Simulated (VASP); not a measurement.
Here is a VASP 6.6.1 calculation.

File INCAR:

```
SYSTEM = SiNi
  PREC = Accurate
  ENCUT = 520
  EDIFF = 1E-6
  ISMEAR = -1
  SIGMA = 0.08
  LREAL = .FALSE.
  LASPH = .TRUE.
  NELM = 80
  ALGO = Normal
  ISIF = 2
  LWAVE = .FALSE.
  LCHARG = .FALSE.
  NBANDS = 14
```

KPOINTS

```
Automatic mesh
0
G
  16 16 16
  0 0 0
```

POSCAR

```
SiNi
1.0
    0.0000000000      1.9019528413      1.9019528413
    1.9019528413      0.0000000000      1.9019528413
    1.9019528413      1.9019528413      0.0000000000
Ni Si
1 1
Direct
    0.0000000000      0.0000000000      0.0000000000
    0.5000000000      0.5000000000      0.5000000000
```

Potentials or basis: VASP PAW LDA potentials, release 64 (Ni, Si).

The run is started by

```bash
$ cat potpaw_LDA.64/Ni/POTCAR potpaw_LDA.64/Si/POTCAR > POTCAR
$ mpirun -np 1 vasp_std > vasp.out
```

Q: What does it give for the band gap on the k mesh?

A: Zero (band 7 reaches 29.04 eV, above the bottom of band 8 at 18.93 eV).

Q: Predict the pressure.

A: 367.5 GPa.

 Spin polarisation is off, so any magnetic state and its effect on volume and gap are missing.
